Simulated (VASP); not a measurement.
Wanted: the native input for a VASP 6.6.1 run.

- Task: relaxation of cell and atoms
- Functional: PBE
- Potentials or basis: VASP PAW PBE potentials, release 64 (Be, S)
- Cutoff: 600 eV
- k mesh: 10 × 10 × 10
- Occupations: gaussian, width 0.02 eV
- Spin: no spin polarisation
- Dipole correction: no
- Further INCAR settings: ALGO = Normal; EDIFF = 1e-06; IBRION = 2; EDIFFG = -0.01; NSW = 100; ISIF = 3

The structure of BeS lies in POSCAR:

```
BeS
1.0
    0.0000000000      2.3163279122      2.3163279122
    2.3163279122      0.0000000000      2.3163279122
    2.3163279122      2.3163279122      0.0000000000
Be S
1 1
Direct
    0.0000000000      0.0000000000      0.0000000000
    0.5000000000      0.5000000000      0.5000000000
```

One way to write it, as run:

INCAR

```
PREC     = Accurate       # precision mode
ENCUT    = 600            # plane-wave cutoff, eV
EDIFF    = 1E-6           # SCF threshold, eV
ISMEAR   = 0              # smearing method
SIGMA    = 0.02           # smearing width, eV
LREAL    = F              # projectors in reciprocal space
LASPH    = T              # aspherical terms in the spheres
NELM     = 100            # most SCF steps
ALGO     = Normal         # electronic algorithm
ISIF     = 3              # what is computed and relaxed
LWAVE    = F              # write WAVECAR
LCHARG   = F              # write CHGCAR
GGA      = PE             # functional
IBRION   = 2              # ionic algorithm
NSW      = 100            # ionic steps
EDIFFG   = -0.01          # ionic threshold
```

KPOINTS

```
Automatic mesh
0
Gamma
  10 10 10
```

Potentials or basis: VASP PAW PBE potentials, release 64 (Be, S).

The run is started by

```console
$ cat potpaw_PBE.64/Be/POTCAR potpaw_PBE.64/S/POTCAR > POTCAR
$ mpirun -np 1 vasp_std > vasp.out
```

Results of the run:

```json
{
 "Relaxed volume": "12.39 Å³/atom",
 "Relaxed cell": "a = 3.272 Å, b = 3.272 Å, c = 3.272 Å, α = 60.00°, β = 60.00°, γ = 60.00°",
 "Space group after relaxing (to 0.05 Å)": "Fm-3m (No. 225)",
 "Energy gained by relaxing": "0.0 meV/atom",
 "Ionic steps": "2",
 "Pressure after relaxing": "0.0 GPa",
 "Band gap on the k mesh": "1.03 eV, indirect (least direct gap 4.17 eV)"
}
```

Wall time 16 s on 1 thread of AMD EPYC 7R43 64-Core Processor (Zen 3), on a shared host, peak memory 0.12 GiB.
